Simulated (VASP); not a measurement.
## Si6O11 (a cell with a defect): single point with PBE+D3(BJ)

The system is Si6O11 (a cell with a defect).

```xyz
17
Lattice="-2.4574 4.2563 0.0000 0.0000 0.0000 5.4210 7.3722 4.2563 0.0000" Properties=species:S:1:pos:R:3 pbc="T T T"
Si   -0.1669    4.2563    3.6140
Si    4.7479    4.2563    3.6140
Si    1.3121    6.2399    1.8070
Si   -1.1452    1.9836    1.8070
Si    1.3121    2.2727    0.0000
Si    3.7695    6.5290    0.0000
O     0.3394    1.7453    1.1944
O     2.7968    6.0016    1.1944
O     5.6910    3.6776    4.8085
O    -1.1156    3.0897    3.0015
O     3.7991    3.0897    3.0015
O     1.3418    1.1666    4.2266
O     3.7991    5.4229    4.2266
O     2.5324    3.0010    0.0981
O     5.2542    6.7674    0.6126
O     0.7762    4.8350    2.4196
O     5.6910    4.8350    2.4196
```

This cell differs from its parent crystal: atoms taken out, atom 14 moved 0.250 of the way to it and +0.375 Å across, host rigid.

```
Program                : VASP 6.6.1
Task                   : single point
Functional             : PBE
Dispersion             : D3(BJ)
Potentials or basis    : VASP PAW PBE potentials, release 64 (Si, O)
Cutoff                 : 520 eV
k mesh                 : 4 × 4 × 2
Occupations            : gaussian, width 0.05 eV
Spin                   : no spin polarisation
Dipole correction      : no
Charge                 : 2
Further INCAR settings : LREAL = Auto; ALGO = Normal; EDIFF = 1e-06; NBANDS = 59; NELECT = 88.0
```

```json
{
 "Largest force": "10.316 eV/Å",
 "Dispersion energy per atom": "-0.143 eV"
}
```

Forces in eV/Å, atoms in the order of the input:
```
Si  -2.150  0.805 -2.357
Si   0.307  0.371  0.089
Si   2.010  1.903  0.907
Si  -1.437 -1.434 -0.525
Si  -7.929 -6.310  0.191
Si   0.217  0.247 -0.631
O    1.187  0.803 -1.040
O   -1.630 -0.067  0.047
O   -0.045  0.040 -0.021
O    0.902  0.922  1.468
O   -0.952 -1.009 -1.338
O    0.075 -0.738  0.168
O   -0.138  0.133  0.046
O    8.945  4.251  2.887
O    0.615  0.215  0.398
O   -0.250 -0.357 -0.185
O    0.274  0.226 -0.105
```

Levels at points of the mesh, in eV from the Fermi level:
```csv
k point,band 41,band 42,band 43,band 44,band 45,band 46,band 47,band 48
"(0.00, 0.00, 0.00)",-0.88,-0.57,-0.54,-0.18,-0.02,3.89,5.34,6.48
"(0.50, 0.00, 0.00)",-0.71,-0.68,-0.18,-0.08,0.84,3.27,4.97,6.77
"(0.00, 0.50, 0.00)",-0.99,-0.51,-0.40,-0.01,0.17,3.47,5.64,6.68
"(0.50, 0.50, 0.00)",-0.68,-0.61,-0.59,-0.49,0.67,3.90,4.37,6.70
"(0.00, 0.00, 0.50)",-0.89,-0.53,-0.44,-0.17,-0.02,3.86,5.36,6.44
"(0.50, 0.00, 0.50)",-0.71,-0.66,-0.19,-0.09,0.84,3.26,4.97,6.75
"(0.00, 0.50, 0.50)",-0.88,-0.55,-0.42,0.00,0.19,3.50,5.61,6.66
"(0.50, 0.50, 0.50)",-0.67,-0.62,-0.46,-0.41,0.60,3.93,4.38,6.68
```

Run time: 7.7 min on 1 thread of Intel(R) Xeon(R) 6975P-C (Granite Rapids), on a shared host, peak memory 0.37 GiB.

Caveat: the k points lie up to 0.37 Å⁻¹ apart; the cell carries a net charge on a neutralising background, which shifts energy and pressure; the cell differs from its parent crystal (atoms taken out, atom 14 moved 0.250 of the way to it and +0.375 Å across, host rigid); the cell is charged against a uniform background, so pressure and absolute levels hang on convention.
